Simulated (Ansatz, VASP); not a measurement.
HfC: VASP beside Ansatz

Contents of INCAR:

```
ALGO = Normal
EDIFF = 1E-7
ENCUT = 520
GGA = PE
ISIF = 2
ISMEAR = 0
LASPH = T
LCHARG = F
LREAL = F
LWAVE = F
NBANDS = 14
NELM = 80
PREC = Accurate
SIGMA = 0.05
```

Contents of KPOINTS:

```
k-points
0
Gamma
  12 12 12
```

The input POSCAR:

```
HfC
1.0
    2.9589067086      0.0000000000      0.0000000000
    0.0000000000      2.9008889300      0.0000000000
    0.0000000000      0.0000000000      2.9008889300
Hf C
1 1
Direct
    0.0000000000      0.0000000000      0.0000000000
    0.5000000000      0.5000000000      0.5000000000
```

Input for Ansatz:

```yaml
crystal:
  lattice:
    - [2.9589067086, 0.0, 0.0]
    - [0.0, 2.90088893, 0.0]
    - [0.0, 0.0, 2.90088893]
  atoms:
    - { symbol: Hf, position: [0.0, 0.0, 0.0] }
    - { symbol: C, position: [0.5, 0.5, 0.5] }
basis:
  ecutwfc: 420
  ecutrho_ratio: 4
kpoints:
  mp_grid: { grid: [12, 12, 12] }
hamiltonian:
  xc: pbe
scf:
  occupations: { method: gaussian, width: 0.05 }
output:
  forces: true
  stress: true
  eigenvalues: true
```

Change from the starting cell: strain e1 = +0.02, atoms carried along.

Alike in both runs: task single point; functional PBE; k mesh 12 × 12 × 12; occupations gaussian, width 0.05 eV; no spin polarisation.

|  | VASP | Ansatz |
| --- | --- | --- |
| version | VASP 6.6.1 | Ansatz 0.2.0 |
| potentials or method | VASP PAW PBE potentials, release 64 (Hf_pv, C), cutoff 520 eV | scalar-relativistic, plane waves, PAW |
| valence electrons in the cell | 14 | 30 |

Ansatz gave:

| Property | Result |
| --- | --- |
| gap on the k mesh at the Fermi level (eV) | none |
| pressure (GPa) | -3.8 |
| traceless stress, the component that is largest in VASP (GPa) | 0.52 |

Problem. Which values does VASP return?

Solution. gap on the k mesh at the Fermi level (eV): none; pressure (GPa): -5.1; traceless stress, the component that is largest in VASP (GPa): 0.54.

A gap of «none» marks a metal or a gap that the smearing closes. VASP's potentials hold 14 valence electrons a cell and Ansatz's 30, so a difference there can come from the potentials and not from the codes.

Spin-orbit coupling is off throughout.
